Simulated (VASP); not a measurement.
Here is a VASP 6.6.1 calculation.

INCAR

```
PREC = Accurate
ENCUT = 520
EDIFF = 1E-6
ISMEAR = 0
SIGMA = 0.15
LREAL = F
LASPH = T
NELM = 100
ALGO = Fast
ISIF = 2
LWAVE = F
LCHARG = F
GGA = PE
NBANDS = 14
```

The input KPOINTS:

```
regular mesh
0
Gamma
  16 16 16
```

File POSCAR:

```
AlNi
1.0
    2.0426321522     -2.0425983492      0.0000000000
    2.0426321522      2.0425983492      0.0000000000
    0.0000000000      0.0000000000      2.9004437222
Al Ni
1 1
Direct
   -0.0276941742      0.0000000000     -0.0068954967
    0.5127310980      0.5000000000      0.5031698813
```

Potentials or basis: VASP PAW PBE potentials, release 64 (Al, Ni).

Command:

```bash
$ cat potpaw_PBE.64/Al/POTCAR potpaw_PBE.64/Ni/POTCAR > POTCAR
$ mpirun -np 1 vasp_std > vasp.out
```

Question: Predict the pressure.

Answer: 0.9 GPa.

Question: Predict the band gap on the k mesh.

Answer: Zero (an odd number of electrons rules out a gap without spin polarisation).

Question: What does it give for the largest force?

Answer: 0.690 eV/Å.

Forces in eV/Å, atoms in the order of the input:
```
Al   0.472 -0.472  0.175
Ni  -0.472  0.472 -0.175
```

Caveat: the cell differs from its parent crystal (atoms displaced along several vibrational modes). Spin polarisation is off, so any magnetic state and its effect on volume and gap are missing.
